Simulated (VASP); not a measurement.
Write the native input for VASP 6.6.1 that does the following.

| Item | Value |
| --- | --- |
| Task | single point |
| Functional | LDA |
| Potentials or basis | VASP PAW LDA potentials, release 64 (Ir) |
| Cutoff | 500 eV |
| k mesh | 18 × 18 × 10 |
| Occupations | gaussian, width 0.15 eV |
| Spin | no spin polarisation |
| Dipole correction | no |
| Further INCAR settings | ALGO = Normal; EDIFF = 1e-06; NBANDS = 16 |

The structure of Ir lies in POSCAR:

```
Ir
1.0
    2.7323000000      0.0000000000      0.0000000000
   -1.3661500000      2.3662412107      0.0000000000
    0.0000000000      0.0000000000      4.5032000000
Ir
2
Direct
    0.6666666667      0.3333333333      0.7500000000
    0.3333333333      0.6666666667      0.2500000000
```

These files were run (other wordings do the same):

INCAR

```
SYSTEM = Ir
ALGO = Normal
EDIFF = 1E-6
ENCUT = 500
GGA_COMPAT = .FALSE.
ISIF = 2
ISMEAR = 0
LASPH = .TRUE.
LCHARG = .FALSE.
LREAL = .FALSE.
LWAVE = .FALSE.
NBANDS = 16
NELM = 120
PREC = Accurate
SIGMA = 0.15
```

KPOINTS

```
k-points
0
G
  18 18 10
  0 0 0
```

Potentials or basis: VASP PAW LDA potentials, release 64 (Ir).

Launch:

```bash
$ cat potpaw_LDA.64/Ir/POTCAR > POTCAR
$ mpirun -np 1 vasp_std > vasp.out
```

It gave:

```
Pressure               : -14.4 GPa
Band gap on the k mesh : zero (band 9 reaches 10.92 eV, above the bottom of band 10 at 7.64 eV)
```

Caveat: spin-orbit coupling is left out, which moves the levels of the heavy elements.

Wall time 62 s on 1 thread of Intel Xeon 6975P-C, with other jobs on the host, peak memory 0.2 GiB.
